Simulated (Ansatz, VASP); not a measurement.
# BaTiO3: VASP beside Ansatz

```
Ba Ti O
1.0
     3.91980    0.00000    0.00000
     0.00000    3.91980    0.00000
     0.00000    0.00000    4.01800
Ba Ti O
1 1 3
Direct
  0.00000 0.00000 0.00000
  0.50000 0.50000 0.48200
  0.50000 0.50000 0.01600
  0.50000 0.00000 0.51500
  0.00000 0.50000 0.51500
```

Change from the starting cell: equal xx and yy strain of -2 %.

Alike in both runs: task single point; functional PBEsol; k mesh 7 × 7 × 7; occupations fermi-dirac, width 0.08 eV; no spin polarisation.

|  | VASP | Ansatz |
| --- | --- | --- |
| version | VASP 6.6.1 | Ansatz 0.2.0 |
| potentials or method | VASP PAW PBE potentials, release 64 (Ba_sv, Ti_sv, O), cutoff 520 eV | all-electron LAPW, scalar-relativistic |

|  | VASP | Ansatz | Ansatz less VASP |
| --- | --- | --- | --- |
| pressure (GPa) | 5.7 | 3.6 | -2.12 |
| traceless stress, the component that is largest in VASP (GPa) | -1.84 | -1.82 | +0.024 |
| rms of the force components (eV/Å) | 0.089 | 0.096 | +0.0064 |

VASP's potentials were made for PBE, not for PBEsol. Atom by atom the forces differ by 0.017 eV/Å (rms over components). Ansatz ran all-electron here, and VASP with PAW potentials.

Spin-orbit coupling is off throughout.
